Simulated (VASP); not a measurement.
A run of VASP 6.6.1 is set up as follows.

File INCAR:

```
SYSTEM = PbS
ALGO     = Normal         ! electronic algorithm
EDIFF    = 1E-6           ! SCF threshold, eV
ENCUT    = 500            ! plane-wave cutoff, eV
GGA      = PS             ! functional
GGA_COMPAT= .False.      
ISIF     = 2              ! what is computed and relaxed
ISMEAR   = 0              ! smearing method
IVDW     = 12             ! dispersion correction
LASPH    = .True.         ! aspherical terms in the spheres
LCHARG   = .True.         ! write CHGCAR
LELF     = .True.         ! ELF
LREAL    = .False.        ! projectors in reciprocal space
LVHAR    = .True.       
LWAVE    = .False.        ! write WAVECAR
NBANDS   = 17             ! bands
NELM     = 120            ! most SCF steps
PREC     = Accurate       ! precision mode
SIGMA    = 0.01           ! smearing width, eV
```

The input KPOINTS:

```
k-points
0
Gamma
  4 4 4
  0 0 0
```

POSCAR

```
PbS
1.0
    2.0598621168      1.1892619476      3.3610838881
   -2.0598621168      1.1892619476      3.3610838881
    0.0000000000     -2.3785238952      3.3610838881
Pb S
1 1
Direct
    0.9839275226      0.9839275226      0.9839275226
    0.4716744774      0.4716744774      0.4716744774
```

Potentials or basis: VASP PAW PBE potentials, release 64 (Pb_d, S).

Command:

```sh
$ cat potpaw_PBE.64/Pb_d/POTCAR potpaw_PBE.64/S/POTCAR > POTCAR
$ mpirun -np 1 vasp_std > vasp.out
```

**Question.** Estimate the pressure.

**Answer.** 0.0 GPa.

**Question.** Predict the dispersion energy per atom.

**Answer.** -0.348 eV.

**Question.** Predict the band gap on the k mesh.

**Answer.** 0.21 eV, direct.

Forces in eV/Å, atoms in the order of the input:
```
Pb   0.000  0.000 -0.002
S    0.000  0.000  0.002
```

Caveat: the k points lie up to 0.47 Å⁻¹ apart; the PAW data sets were made with another functional, which shifts forces and pressure a little; spin-orbit coupling is left out, which moves the levels of the heavy elements. A k mesh can miss the band edges.
